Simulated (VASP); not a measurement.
Set up this calculation in VASP 6.6.1, as the native input.

```yaml
Task: single point
Functional: PBE
Potentials_or_basis: VASP PAW PBE potentials, release 64 (Hf_pv, O)
Cutoff: 520 eV
k_mesh: 9 × 14 × 7
Occupations: fermi-dirac, width 0.05 eV
Spin: no spin polarisation
Dipole_correction: no
Further_INCAR_settings: ALGO = Normal; EDIFF = 1e-06; NBANDS = 56
```

The structure of HfO2 lies in POSCAR:

```
HfO2
1.0
    5.5563950000      0.0000000000      0.0000000000
    0.0000000000      3.3335970000      0.0000000000
    0.0000000000      0.0000000000      6.5049950000
Hf O
4 8
Direct
    0.7486820000      0.7500000000      0.6078710000
    0.2513180000      0.2500000000      0.3921290000
    0.2486820000      0.7500000000      0.8921290000
    0.7513180000      0.2500000000      0.1078710000
    0.6394990000      0.2500000000      0.4234000000
    0.3605010000      0.7500000000      0.5766000000
    0.1394990000      0.2500000000      0.0766000000
    0.8605010000      0.7500000000      0.9234000000
    0.5207940000      0.2500000000      0.8414530000
    0.4792060000      0.7500000000      0.1585470000
    0.0207940000      0.2500000000      0.6585470000
    0.9792060000      0.7500000000      0.3414530000
```

One way to write it, as run:

INCAR

```
ALGO = Normal
EDIFF = 1E-6
ENCUT = 520
GGA = PE
ISIF = 2
ISMEAR = -1
KPAR = 4
LASPH = True
LCHARG = False
LREAL = False
LWAVE = False
NBANDS = 56
NELM = 100
PREC = Accurate
SIGMA = 0.05
```

KPOINTS

```
k-points
0
Gamma
  9 14 7
```

Potentials or basis: VASP PAW PBE potentials, release 64 (Hf_pv, O).

Run with:

```console
$ cat potpaw_PBE.64/Hf_pv/POTCAR potpaw_PBE.64/O/POTCAR > POTCAR
$ mpirun -np 4 vasp_std > vasp.out
```

It gave:

```yaml
Pressure: -0.4 GPa
Largest_force: 0.013 eV/Å
Band_gap_on_the_k_mesh: 3.40 eV
```

Caveat: spin-orbit coupling is left out, which moves the levels of the heavy elements.

Run time: 5 min on 4 MPI ranks on Oxide Virtual Turin-like Processor (shared host), peak memory 0.75 GiB a rank.
